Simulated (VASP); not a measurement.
# LaMnIn (P-6m2) in VASP: notebook

Runs on LaMnIn. Level: PBE. Tasks: single point.

All numbers are computed with VASP 6.6.1; they aren't measurements. Logs are shortened: lines on timing, memory, paths and dates and some standing lists are left out, and cuts for length are marked.

### 1 The cell of the first run

The structure is hexagonal, space group P-6m2 (No. 187). Conventional cell: a = 4.593 Å, b = 4.593 Å, c = 4.097 Å, α = 90.00°, β = 90.00°, γ = 120.00°. Within 4.4 Å of La (site symmetry -6m2) lie 6 Mn at 3.35 Å and 6 In at 3.35 Å and 2 La at 4.10 Å. Within 3.5 Å of In (site symmetry -6m2) lie 3 Mn at 2.65 Å and 6 La at 3.35 Å. Mn (site symmetry -6m2) has 3 In at 2.65 Å and 6 La at 3.35 Å within 3.5 Å.

### 2 Single point, PBE, collinear spin, zero start

Input file INCAR:

```
ALGO = Normal
EDIFF = 1E-6
ENCUT = 520
GGA = PE
ISIF = 2
ISMEAR = -1
ISPIN = 2
LASPH = True
LCHARG = True
LELF = True
LMAXMIX = 6
LORBIT = 11
LREAL = False
LVHAR = True
LWAVE = False
MAGMOM = 0 0 0
NBANDS = 30
NELM = 150
NUPDOWN = 0.0
PREC = Accurate
SIGMA = 0.05
```

Input file KPOINTS:

```
k-points
0
Gamma
  6 6 6
```

Input file POSCAR:

```
LaMnIn
1.0
    4.5933407550      0.0000000000      0.0000000000
   -2.2966703775      3.9779497821      0.0000000000
    0.0000000000      0.0000000000      4.0965590000
La In Mn
1 1 1
Direct
    0.0000000000      0.0000000000      0.0000000000
    0.3333333333      0.6666666667      0.5000000000
    0.6666666667      0.3333333333      0.5000000000
```

Potentials or basis: VASP PAW PBE potentials, release 64 (La, In_d, Mn_pv).

The run is started by

```bash
$ cat potpaw_PBE.64/La/POTCAR potpaw_PBE.64/In_d/POTCAR potpaw_PBE.64/Mn_pv/POTCAR > POTCAR
$ mpirun -np 1 vasp_std > vasp.out
```

OUTCAR:

```text
EDIFF = 1E-6
   ENCUT = 520
   GGA = PE
   ISIF = 2
   ISMEAR = -1
   ISPIN = 2
   LASPH = True
   LORBIT = 11
   LREAL = False
   NELM = 150
   NUPDOWN = 0.0
   PREC = Accurate

 ion  position               nearest neighbor table
   1  0.000  0.000  0.000-   2 3.35   3 3.35   2 3.35   3 3.35   3 3.35   3 3.35   2 3.35   2 3.35
                             3 3.35   3 3.35   2 3.35   2 3.35
   2  0.333  0.667  0.500-   3 2.65   3 2.65   3 2.65   1 3.35   1 3.35   1 3.35   1 3.35   1 3.35
                             1 3.35
   3  0.667  0.333  0.500-   2 2.65   2 2.65   2 2.65   1 3.35   1 3.35   1 3.35   1 3.35   1 3.35
                             1 3.35

  LATTYP: Found a hexagonal cell.
 ALAT       =     4.5933407550
 C/A-ratio  =     0.8918473979

  Lattice vectors:

 A1 = (   4.5933407550,   0.0000000000,   0.0000000000)
 A2 = (  -2.2966703775,   3.9779497821,   0.0000000000)
 A3 = (   0.0000000000,   0.0000000000,   4.0965590000)

Analysis of symmetry for initial positions (statically):
=====================================================================
 Subroutine PRICEL returns:
 Original cell was already a primitive cell.

 Routine SETGRP: Setting up the symmetry group for a
 hexagonal supercell.

 Subroutine GETGRP returns: Found 12 space group operations
 (whereof 12 operations were pure point group operations)
 out of a pool of 24 trial point group operations.

The static configuration has the point symmetry D_3h.

Analysis of symmetry for dynamics (positions and initial velocities):
=====================================================================
 Subroutine PRICEL returns:
 Original cell was already a primitive cell.

 Routine SETGRP: Setting up the symmetry group for a
 hexagonal supercell.

 Subroutine GETGRP returns: Found 12 space group operations
 (whereof 12 operations were pure point group operations)
 out of a pool of 24 trial point group operations.

The dynamic configuration has the point symmetry D_3h.

Analysis of structural, dynamic, and magnetic symmetry:
=====================================================================
 Subroutine PRICEL returns:
 Original cell was already a primitive cell.

 Routine SETGRP: Setting up the symmetry group for a
 hexagonal supercell.

 Subroutine GETGRP returns: Found 12 space group operations
 (whereof 12 operations were pure point group operations)
 out of a pool of 24 trial point group operations.

The overall configuration has the point symmetry D_3h.

 Subroutine INISYM returns: Found 12 space group operations
 (whereof 12 operations are pure point group operations),
 and found     1 'primitive' translations

----------------------------------------------------------------------------------------

                                     Primitive cell

  volume of cell :      74.8526

  direct lattice vectors                    reciprocal lattice vectors
     4.593340755  0.000000000  0.000000000     0.217706470  0.125692889  0.000000000
    -2.296670377  3.977949782  0.000000000     0.000000000  0.251385778  0.000000000
     0.000000000  0.000000000  4.096559000     0.000000000  0.000000000  0.244107311

  length of vectors
     4.593340755  4.593340755  4.096559000     0.251385778  0.251385778  0.244107311

  position of ions in fractional coordinates (direct lattice)
     0.000000000  0.000000000  0.000000000
     0.333333333  0.666666667  0.500000000
     0.666666667  0.333333333  0.500000000

  ion indices of the primitive-cell ions
   primitive index   ion index
                 1           1
                 2           2
                 3           3

----------------------------------------------------------------------------------------

 KPOINTS: k-points

Automatic generation of k-mesh.
 Grid dimensions read from file:
 generate k-points for:    6    6    6

 Generating k-lattice:

  Cartesian coordinates                     Fractional coordinates (reciprocal lattice)
     0.036284412  0.020948815  0.000000000     0.166666667  0.000000000  0.000000000
     0.000000000  0.041897630  0.000000000     0.000000000  0.166666667  0.000000000
     0.000000000  0.000000000  0.040684552     0.000000000  0.000000000  0.166666667

  Length of vectors
     0.041897630  0.041897630  0.040684552

  Shift w.r.t. Gamma in fractional coordinates (k-lattice)
     0.000000000  0.000000000  0.000000000

 Subroutine IBZKPT returns following result:
 ===========================================

 Found     28 irreducible k-points:

 Following reciprocal coordinates:
            Coordinates               Weight
  0.000000  0.000000  0.000000      1.000000
  0.166667 -0.000000  0.000000      6.000000
  0.333333 -0.000000  0.000000      6.000000
  0.500000  0.000000  0.000000      3.000000
  0.166667  0.166667  0.000000      6.000000
  0.333333  0.166667  0.000000     12.000000
[... 16 lines left out ...]
  0.166667 -0.000000  0.500000      6.000000
  0.333333 -0.000000  0.500000      6.000000
 [... further k-points ...]
   k-points           NKPTS =     28   k-points in BZ     NKDIM =     28   number of bands    NBANDS=     30
   number of dos      NEDOS =    301   number of ions     NIONS =      3
   total plane-waves  NPLWV =  38880
   dimension x,y,z NGX =    36 NGY =   36 NGZ =   30
   dimension x,y,z NGXF=    72 NGYF=   72 NGZF=   60
   ions per type =               1   1   1
   NGX,Y,Z   is equivalent  to a cutoff of  13.03, 13.03, 12.17 a.u.
   NGXF,Y,Z  is equivalent  to a cutoff of  26.06, 26.06, 24.35 a.u.
 SYSTEM =  unknown system
   PREC   = accura    normal or accurate (medium, high low for compatibility)
   ISTART =      0    job   : 0-new  1-cont  2-samecut
   ICHARG =      2    charge: 1-file 2-atom 10-const
   ISPIN  =      2    spin polarized calculation?
   LNONCOLLINEAR =      F non collinear calculations
   LSORBIT =      F    spin-orbit coupling
   LASPH  =      T    aspherical Exc in radial PAW
   ENCUT  =  520.0 eV  38.22 Ry    6.18 a.u.   8.54  8.54  7.62*2*pi/ulx,y,z
   NELM   =    150;   NELMIN=  2; NELMDL= -5     # of ELM steps
   EDIFF  = 0.1E-05   stopping-criterion for ELM
   LREAL  =      F    real-space projection
   EDIFFG = 0.1E-04   stopping-criterion for IOM
   NSW    =      0    number of steps for IOM
   IBRION =     -1    ionic relax: 0-MD 1-quasi-New 2-CG
   NFREE  =      0    steps in history (QN), initial steepest desc. (CG)
   ISIF   =      2    stress and relaxation
   ISYM   =      2    0-nonsym 1-usesym 2-fastsym
   POTIM  = 0.5000    time-step for ionic-motion
   TEBEG  =    0.0;   TEEND  =   0.0 temperature during run
   PSTRESS=    0.0 pullay stress
   NELECT =      37.0000    total number of electrons
   NUPDOWN=       0.0000    fix difference up-down
   EMIN   =  10.00;   EMAX   =-10.00  energy-range for DOS
   EFERMI =   0.00;   METHOD = LEGACY
   ISMEAR =    -1;   SIGMA  =   0.05  broadening in eV -4-tet -1-fermi 0-gaus
   EFERMI_NEDOS =   21; number of points for ismear=-14 and -15
   IALGO  =     38    algorithm
   IMIX   =      4    mixing-type and parameters
     AMIX     =   0.40;   BMIX     =  1.00
     AMIX_MAG =   1.60;   BMIX_MAG =  1.00
  volume/ion in A,a.u.               =      24.95       168.38
  Fermi-wavevector in a.u.,A,eV,Ry     =   1.294413  2.446087 22.796645  1.675506
  Thomas-Fermi vector in A             =   2.425998
   LORBIT       =     11    0 simple, 1 ext, 2 COOP (PROOUT), +10 PAW based schemes
   GGA     = PE    functional components
   LHFCALC =     F    Hartree Fock is set to
   AEXX    =    0.0000 exact exchange contribution
   IVDW    =     0    specifies the selected vdW correction
   LEPSILON=     F    determine dielectric tensor
   LRPA    =     F    only Hartree local field effects (RPA)
 spin polarized calculation
  energy-cutoff  :      520.00
  volume of cell :       74.85
 maximum number of plane-waves:      2049
 NGX is ok and might be reduce to    36
   NGX = 17   NGY = 17   NGZ = 15

 number of electron      37.0000017 magnetization       0.0000000

 number of electron      37.0000017 magnetization      -0.0000000

 Free energy of the ion-electron system (eV)
  ---------------------------------------------------
  ext. energy  EPLUGINS =         0.00000000
  ---------------------------------------------------
  free energy    TOTEN  =       -15.49136327 eV

  energy without entropy =      -15.43754770  energy(sigma->0) =      -15.46445548

 E-fermi :   7.6016     XC(G=0): -10.4455

 val. band max:        7.5999276521   @ k =   0.3333  -0.0000   0.1667
 cond. band min:       7.6025537928   @ k =   0.3333  -0.0000   0.3333
 fundamental gap:      0.0026261407
 Fermi energy:         7.6014371583

 spin component 1

 k-point     1 :       0.0000    0.0000    0.0000
  band No.  band energies     occupation
      1     -39.6504      1.00000
      2     -39.6504      1.00000
      3     -39.5508      1.00000
      4     -24.7748      1.00000
      5      -8.4941      1.00000
      6      -8.4941      1.00000
[... 22 lines left out ...]
     29      11.2697      0.00000
     30      11.3823      0.00000

 k-point     2 :       0.1667   -0.0000    0.0000
  band No.  band energies     occupation
      1     -39.6505      1.00000
      2     -39.6504      1.00000
      3     -39.5508      1.00000
      4     -24.7717      1.00000
      5      -8.5486      1.00000
      6      -8.5009      1.00000
[... 22 lines left out ...]
     29      10.5191      0.00000
     30      11.4152      0.00000

 k-point     3 :       0.3333   -0.0000    0.0000
  band No.  band energies     occupation
      1     -39.6507      1.00000
      2     -39.6504      1.00000
      3     -39.5508      1.00000
      4     -24.7656      1.00000
      5      -8.6531      1.00000
      6      -8.5145      1.00000
[... 682 lines left out ...]
     29      10.2490      0.00000
     30      10.6505      0.00000

 k-point    24 :       0.3333   -0.0000    0.5000
  band No.  band energies     occupation
      1     -39.6506      1.00000
      2     -39.6503      1.00000
      3     -39.5518      1.00000
      4     -24.7417      1.00000
      5      -8.7537      1.00000
      6      -8.5815      1.00000
[... 22 lines left out ...]
     29      10.1887      0.00000
     30      11.1922      0.00000

 [... further k-points ...]

 spin component 2

 k-point     1 :       0.0000    0.0000    0.0000
  band No.  band energies     occupation
      1     -39.6502      1.00000
      2     -39.6502      1.00000
      3     -39.5506      1.00000
      4     -24.7748      1.00000
      5      -8.4941      1.00000
      6      -8.4941      1.00000
[... 22 lines left out ...]
     29      11.2697      0.00000
     30      11.3823      0.00000

 k-point     2 :       0.1667   -0.0000    0.0000
  band No.  band energies     occupation
      1     -39.6503      1.00000
      2     -39.6502      1.00000
      3     -39.5506      1.00000
      4     -24.7717      1.00000
      5      -8.5486      1.00000
      6      -8.5009      1.00000
[... 22 lines left out ...]
     29      10.5190      0.00000
     30      11.4151      0.00000

 k-point     3 :       0.3333   -0.0000    0.0000
  band No.  band energies     occupation
      1     -39.6505      1.00000
      2     -39.6502      1.00000
      3     -39.5506      1.00000
      4     -24.7656      1.00000
      5      -8.6531      1.00000
      6      -8.5146      1.00000
[... 682 lines left out ...]
     29      10.2490      0.00000
     30      10.6504      0.00000

 k-point    24 :       0.3333   -0.0000    0.5000
  band No.  band energies     occupation
      1     -39.6504      1.00000
      2     -39.6501      1.00000
      3     -39.5516      1.00000
      4     -24.7417      1.00000
      5      -8.7537      1.00000
      6      -8.5815      1.00000
[... 22 lines left out ...]
     29      10.1887      0.00000
     30      11.1922      0.00000

 [... further k-points ...]

------------------------ aborting loop because EDIFF is reached ----------------------------------------

  FORCE on cell =-STRESS in cart. coord.  units (eV):
  Direction    XX          YY          ZZ          XY          YZ          ZX
  --------------------------------------------------------------------------------------
  -------------------------------------------------------------------------------------
  Total       -0.4897238     -0.4897238     -0.2369823      0.0000000     -0.0000000      0.0000000
  in kB      -10.4822528    -10.4822528     -5.0724683      0.0000000     -0.0000000      0.0000000
  external PRESSURE =      -8.6789913 kB  Pullay stress =       0.0000000 kB

 VOLUME and BASIS-vectors are now :
 -----------------------------------------------------------------------------
  energy-cutoff  :      520.00
  volume of cell :       74.85
      direct lattice vectors                 reciprocal lattice vectors
     4.593340755  0.000000000  0.000000000     0.217706470  0.125692889  0.000000000
    -2.296670377  3.977949782  0.000000000     0.000000000  0.251385778  0.000000000
     0.000000000  0.000000000  4.096559000     0.000000000  0.000000000  0.244107311

 POSITION                                       TOTAL-FORCE (eV/Angst)
 -----------------------------------------------------------------------------------
      0.00000      0.00000      0.00000         0.000000      0.000000      0.000000
     -0.00000      2.65197      2.04828         0.000000      0.000000      0.000000
      2.29667      1.32598      2.04828        -0.000000     -0.000000      0.000000
 -----------------------------------------------------------------------------------
    total drift:                               -0.000001      0.000000     -0.000000

  FREE ENERGIE OF THE ION-ELECTRON SYSTEM (eV)
  ---------------------------------------------------
  free  energy   TOTEN  =       -15.4913632730 eV

  energy  without entropy=      -15.4375476950  energy(sigma->0) =      -15.46445548

 total charge

# of ion       s       p       d       f       tot
--------------------------------------------------
    1        2.031   5.631   0.725   0.119   8.506
    2        0.938   0.840   9.839   0.000  11.617
    3        0.329   6.134   5.158   0.000  11.620
--------------------------------------------------
tot          3.298  12.605  15.723   0.119  31.744

 magnetization (x)

# of ion       s       p       d       f       tot
--------------------------------------------------
    1       -0.000  -0.000  -0.000  -0.000  -0.000
    2       -0.000  -0.000  -0.000   0.000  -0.000
    3        0.000  -0.000   0.000   0.000   0.000
--------------------------------------------------
tot         -0.000  -0.000   0.000  -0.000   0.000
```

It took 1.9 min on 1 thread of Intel Xeon 6975P-C, shared host; peak memory 0.3 GiB.

What came out:

- Free energy: -15.4914 eV
- Pressure: -0.9 GPa
- Net moment: 0.00 μB per cell
- Valence electrons inside the program's atomic spheres: La 8.51; In 11.62; Mn 11.62

Caveat: spin-orbit coupling is left out, which moves the levels of the heavy elements; the total moment is fixed, so each spin has its own Fermi level.

(Part 1 of 2 ends here.)
